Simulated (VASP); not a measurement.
# Bi2Se3 (R-3m) in VASP: notebook, part 2 of 2

VASP 6.6.1. The steps go on from the part before.

## Step 3: Single point, PBE (strain +5.1%)

File INCAR:

```
SYSTEM = Bi2Se3
ALGO     = Normal         ! electronic algorithm
EDIFF    = 1E-6           ! SCF threshold, eV
ENCUT    = 520            ! plane-wave cutoff, eV
GGA      = PE             ! functional
ISIF     = 2              ! what is computed and relaxed
ISMEAR   = -1             ! smearing method
LASPH    = .True.         ! aspherical terms in the spheres
LCHARG   = .True.         ! write CHGCAR
LELF     = .True.         ! ELF
LREAL    = .False.        ! projectors in reciprocal space
LVHAR    = .True.       
LWAVE    = .False.        ! write WAVECAR
NBANDS   = 32             ! bands
NELM     = 80             ! most SCF steps
PREC     = Accurate       ! precision mode
SIGMA    = 0.02           ! smearing width, eV
```

File KPOINTS:

```
k-points
0
Gamma
  8 8 8
  0 0 0
```

File POSCAR:

```
Bi2Se3
1.0
    2.1772069946      1.2570110444     10.2527859362
   -2.1772069946      1.2570110444     10.2527859362
    0.0000000000     -2.5140220889     10.2527859362
Bi Se
2 3
Direct
    0.3944446895      0.3944446895      0.3944446895
    0.6055553105      0.6055553105      0.6055553105
    0.0000000000      0.0000000000      0.0000000000
    0.2247653308      0.2247653308      0.2247653308
    0.7752346692      0.7752346692      0.7752346692
```

Potentials or basis: VASP PAW PBE potentials, release 64 (Bi_d, Se).

Launch:

```sh
cat potpaw_PBE.64/Bi_d/POTCAR potpaw_PBE.64/Se/POTCAR > POTCAR
mpirun -np 1 vasp_std > vasp.out
```

OUTCAR:

```text
SYSTEM = Bi2Se3
   EDIFF = 1E-6
   ENCUT = 520
   GGA = PE
   ISIF = 2
   ISMEAR = -1
   LASPH = .True.
   LREAL = .False.
   NELM = 80
   PREC = Accurate

 ion  position               nearest neighbor table
   1  0.394  0.394  0.394-   5 2.91   5 2.91   5 2.91   3 3.14   3 3.14   3 3.14
   2  0.606  0.606  0.606-   4 2.91   4 2.91   4 2.91   3 3.14   3 3.14   3 3.14
   3  0.000  0.000  0.000-   2 3.14   2 3.14   1 3.14   1 3.14   2 3.14   1 3.14
   4  0.225  0.225  0.225-   2 2.91   2 2.91   2 2.91
   5  0.775  0.775  0.775-   1 2.91   1 2.91   1 2.91

  LATTYP: Found a trigonal (rhomboedric) cell.
 ALAT       =    10.5565110958
 COS(alpha) =     0.9149276127

  Lattice vectors:

 A1 = (   2.1772069946,   1.2570110444,  10.2527859362)
 A2 = (  -2.1772069946,   1.2570110444,  10.2527859362)
 A3 = (   0.0000000000,  -2.5140220889,  10.2527859362)

Analysis of symmetry for initial positions (statically):
=====================================================================
 Subroutine PRICEL returns:
 Original cell was already a primitive cell.

 Routine SETGRP: Setting up the symmetry group for a
 trigonal (rhombohedral) supercell.

 Subroutine GETGRP returns: Found 12 space group operations
 (whereof 12 operations were pure point group operations)
 out of a pool of 12 trial point group operations.

The static configuration has the point symmetry D_3d.

Analysis of symmetry for dynamics (positions and initial velocities):
=====================================================================
 Subroutine PRICEL returns:
 Original cell was already a primitive cell.

 Routine SETGRP: Setting up the symmetry group for a
 trigonal (rhombohedral) supercell.

 Subroutine GETGRP returns: Found 12 space group operations
 (whereof 12 operations were pure point group operations)
 out of a pool of 12 trial point group operations.

The dynamic configuration has the point symmetry D_3d.

 Subroutine INISYM returns: Found 12 space group operations
 (whereof 12 operations are pure point group operations),
 and found     1 'primitive' translations

----------------------------------------------------------------------------------------

                                     Primitive cell

  volume of cell :     168.3573

  direct lattice vectors                    reciprocal lattice vectors
     2.177206995  1.257011044 10.252785936     0.229652027  0.132589660  0.032511489
    -2.177206995  1.257011044 10.252785936    -0.229652027  0.132589660  0.032511489
     0.000000000 -2.514022089 10.252785936     0.000000000 -0.265179319  0.032511489

  length of vectors
    10.556511096 10.556511096 10.556511096     0.267164871  0.267164871  0.267164871

  position of ions in fractional coordinates (direct lattice)
     0.394444689  0.394444689  0.394444689
     0.605555311  0.605555311  0.605555311
     0.000000000  0.000000000  0.000000000
     0.224765331  0.224765331  0.224765331
     0.775234669  0.775234669  0.775234669

  ion indices of the primitive-cell ions
   primitive index   ion index
                 1           1
                 2           2
[... 24 lines left out ...]

 Subroutine IBZKPT returns following result:
 ===========================================

 Found     65 irreducible k-points:

 Following reciprocal coordinates:
            Coordinates               Weight
  0.000000  0.000000  0.000000      1.000000
  0.125000  0.000000  0.000000      6.000000
  0.250000  0.000000  0.000000      6.000000
  0.375000  0.000000  0.000000      6.000000
  0.500000  0.000000  0.000000      3.000000
  0.125000  0.125000  0.000000      6.000000
[... 16 lines left out ...]
  0.250000  0.125000  0.125000      6.000000
  0.375000  0.125000  0.125000      6.000000
 [... further k-points ...]
   k-points           NKPTS =     65   k-points in BZ     NKDIM =     65   number of bands    NBANDS=     32
   number of dos      NEDOS =    301   number of ions     NIONS =      5
   total plane-waves  NPLWV = 512000
   dimension x,y,z NGX =    80 NGY =   80 NGZ =   80
   dimension x,y,z NGXF=   160 NGYF=  160 NGZF=  160
   ions per type =               2   3
   NGX,Y,Z   is equivalent  to a cutoff of  12.60, 12.60, 12.60 a.u.
   NGXF,Y,Z  is equivalent  to a cutoff of  25.20, 25.20, 25.20 a.u.
 SYSTEM =  Bi2Se3
   PREC   = accura    normal or accurate (medium, high low for compatibility)
   ISTART =      0    job   : 0-new  1-cont  2-samecut
   ICHARG =      2    charge: 1-file 2-atom 10-const
   ISPIN  =      1    spin polarized calculation?
   LNONCOLLINEAR =      F non collinear calculations
   LSORBIT =      F    spin-orbit coupling
   LASPH  =      T    aspherical Exc in radial PAW
   ENCUT  =  520.0 eV  38.22 Ry    6.18 a.u.  19.63 19.63 19.63*2*pi/ulx,y,z
   NELM   =     80;   NELMIN=  2; NELMDL= -5     # of ELM steps
   EDIFF  = 0.1E-05   stopping-criterion for ELM
   LREAL  =      F    real-space projection
   EDIFFG = 0.1E-04   stopping-criterion for IOM
   NSW    =      0    number of steps for IOM
   IBRION =     -1    ionic relax: 0-MD 1-quasi-New 2-CG
   NFREE  =      0    steps in history (QN), initial steepest desc. (CG)
   ISIF   =      2    stress and relaxation
   ISYM   =      2    0-nonsym 1-usesym 2-fastsym
   POTIM  = 0.5000    time-step for ionic-motion
   TEBEG  =    0.0;   TEEND  =   0.0 temperature during run
   PSTRESS=    0.0 pullay stress
   NELECT =      48.0000    total number of electrons
   NUPDOWN=      -1.0000    fix difference up-down
   EMIN   =  10.00;   EMAX   =-10.00  energy-range for DOS
   EFERMI =   0.00;   METHOD = LEGACY
   ISMEAR =    -1;   SIGMA  =   0.02  broadening in eV -4-tet -1-fermi 0-gaus
   EFERMI_NEDOS =   21; number of points for ismear=-14 and -15
   IALGO  =     38    algorithm
   IMIX   =      4    mixing-type and parameters
     AMIX     =   0.40;   BMIX     =  1.00
     AMIX_MAG =   1.60;   BMIX_MAG =  1.00
  volume/ion in A,a.u.               =      33.67       227.23
  Fermi-wavevector in a.u.,A,eV,Ry     =   1.077485  2.036152 15.796011  1.160974
  Thomas-Fermi vector in A             =   2.213398
   LORBIT       =      0    0 simple, 1 ext, 2 COOP (PROOUT), +10 PAW based schemes
   GGA     = PE    functional components
   LHFCALC =     F    Hartree Fock is set to
   AEXX    =    0.0000 exact exchange contribution
   IVDW    =     0    specifies the selected vdW correction
   LEPSILON=     F    determine dielectric tensor
   LRPA    =     F    only Hartree local field effects (RPA)
 non-spin polarized calculation
  energy-cutoff  :      520.00
  volume of cell :      168.36
 maximum number of plane-waves:      4554
 NGX is ok and might be reduce to    80
   NGX = 39   NGY = 39   NGZ = 39

 number of electron      48.0000003 magnetization

 Free energy of the ion-electron system (eV)
  ---------------------------------------------------
  ext. energy  EPLUGINS =         0.00000000
  ---------------------------------------------------
  free energy    TOTEN  =       -20.12328698 eV

  energy without entropy =      -20.12328667  energy(sigma->0) =      -20.12328682

 E-fermi :   2.9499     XC(G=0):  -8.5741

 val. band max:        2.7165846782   @ k =   0.5000   0.5000   0.3750
 cond. band min:       3.1510865715   @ k =   0.0000   0.0000   0.0000
 fundamental gap:      0.4345018934
 Fermi energy:         2.9499032860

 k-point     1 :       0.0000    0.0000    0.0000
  band No.  band energies     occupation
      1     -19.8746      2.00000
      2     -19.8730      2.00000
      3     -19.8618      2.00000
      4     -19.8618      2.00000
      5     -19.8607      2.00000
      6     -19.8607      2.00000
[... 829 lines left out ...]
     31       8.1770      0.00000
     32       9.5557      0.00000

 [... further k-points ...]

------------------------ aborting loop because EDIFF is reached ----------------------------------------

  FORCE on cell =-STRESS in cart. coord.  units (eV):
  Direction    XX          YY          ZZ          XY          YZ          ZX
  --------------------------------------------------------------------------------------
  -------------------------------------------------------------------------------------
  Total       -2.5377538     -2.5377538      0.3910225      0.0000000     -0.0000000     -0.0000000
  in kB      -24.1506108    -24.1506108      3.7211770      0.0000000     -0.0000000     -0.0000000
  external PRESSURE =     -14.8600149 kB  Pullay stress =       0.0000000 kB

 VOLUME and BASIS-vectors are now :
 -----------------------------------------------------------------------------
  energy-cutoff  :      520.00
  volume of cell :      168.36
      direct lattice vectors                 reciprocal lattice vectors
     2.177206995  1.257011044 10.252785936     0.229652027  0.132589660  0.032511489
    -2.177206995  1.257011044 10.252785936    -0.229652027  0.132589660  0.032511489
     0.000000000 -2.514022089 10.252785936     0.000000000 -0.265179319  0.032511489

 POSITION                                       TOTAL-FORCE (eV/Angst)
 -----------------------------------------------------------------------------------
      0.00000     -0.00000     12.13247        -0.000000      0.000000     -0.054654
      0.00000     -0.00000     18.62589        -0.000000     -0.000000      0.054654
      0.00000      0.00000      0.00000         0.000000     -0.000000     -0.000000
      0.00000     -0.00000      6.91341        -0.000000      0.000000     -0.113392
      0.00000     -0.00000     23.84495        -0.000000     -0.000000      0.113392
 -----------------------------------------------------------------------------------
    total drift:                                0.000000     -0.000000     -0.000000

  FREE ENERGIE OF THE ION-ELECTRON SYSTEM (eV)
  ---------------------------------------------------
  free  energy   TOTEN  =       -20.1232869826 eV

  energy  without entropy=      -20.1232866653  energy(sigma->0) =      -20.12328682
```

Wall time 34 min (1 thread of Intel Xeon Platinum 8259CL at 2.50GHz (Skylake/Cascade Lake), shared host); peak memory 1.1 GiB.

Results:

* Free energy: -20.1233 eV
* Pressure: -1.5 GPa
* Largest force: 0.113 eV/Å
* Band gap on the k mesh: 0.43 eV (least direct gap 0.52 eV)

Forces in eV/Å, atoms in the order of the input:
```
Bi   0.000  0.000 -0.055
Bi   0.000  0.000  0.055
Se   0.000  0.000  0.000
Se   0.000  0.000 -0.113
Se   0.000  0.000  0.113
```

Levels at points of the mesh, in eV from the valence-band top:
```tsv
k point	band 20	band 21	band 22	band 23	band 24	band 25	band 26	band 27	band 28	band 29
(0.00, 0.00, 0.00)	-1.23	-1.00	-0.81	-0.81	-0.08	0.43	1.85	1.85	2.24	3.00
(0.50, 0.00, 0.00)	-2.18	-1.68	-0.75	-0.72	-0.36	1.45	2.81	3.40	3.56	4.45
(0.50, 0.50, 0.00)	-2.10	-1.33	-0.83	-0.80	-0.41	1.70	2.98	3.04	3.36	4.27
(0.50, 0.50, 0.50)	-1.23	-0.98	-0.84	-0.84	-0.08	0.47	1.92	1.92	2.20	2.92
```

Caveat: the cell differs from its parent crystal (strain +5.1%); spin-orbit coupling is left out, which moves the levels of the heavy elements. A k mesh can miss the band edges.
